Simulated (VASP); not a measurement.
Set up this calculation in VASP 6.6.1, as the native input.

| Quantity | Value |
| --- | --- |
| Task | single point |
| Functional | PBE |
| Potentials or basis | VASP PAW PBE potentials, release 64 (Cd, F) |
| Cutoff | 520 eV |
| k mesh | 8 × 8 × 8 |
| Occupations | gaussian, width 0.05 eV |
| Spin | no spin polarisation |
| Dipole correction | no |
| Further INCAR settings | ALGO = Normal; EDIFF = 1e-07; NBANDS = 20 |

The structure of CdF2 lies in POSCAR:

```
CdF2
1.0
    0.0000000000      2.6940000000      2.6940000000
    2.6940000000      0.0000000000      2.6940000000
    2.6940000000      2.6940000000      0.0000000000
Cd F
1 2
Direct
    0.0000000000      0.0000000000      0.0000000000
    0.2500000000      0.2500000000      0.2500000000
    0.7500000000      0.7500000000      0.7500000000
```

These files were run (other wordings do the same):

INCAR

```
SYSTEM = CdF2
PREC = Accurate
ENCUT = 520
EDIFF = 1E-7
ISMEAR = 0
SIGMA = 0.05
LREAL = .FALSE.
LASPH = .TRUE.
NELM = 60
ALGO = Normal
ISIF = 2
LWAVE = .FALSE.
LCHARG = .FALSE.
GGA = PE
NBANDS = 20
```

KPOINTS

```
Automatic mesh
0
G
  8 8 8
  0 0 0
```

Potentials or basis: VASP PAW PBE potentials, release 64 (Cd, F).

The run is started by

```bash
$ cat potpaw_PBE.64/Cd/POTCAR potpaw_PBE.64/F/POTCAR > POTCAR
$ mpirun -np 1 vasp_std > vasp.out
```

It gave:

- Pressure: 6.2 GPa
- Band gap on the k mesh: 3.07 eV, indirect (least direct gap 3.57 eV)

Run time: 12 s on 1 thread of Intel(R) Xeon(R) 6975P-C (Granite Rapids) (shared host), peak memory 0.16 GiB.
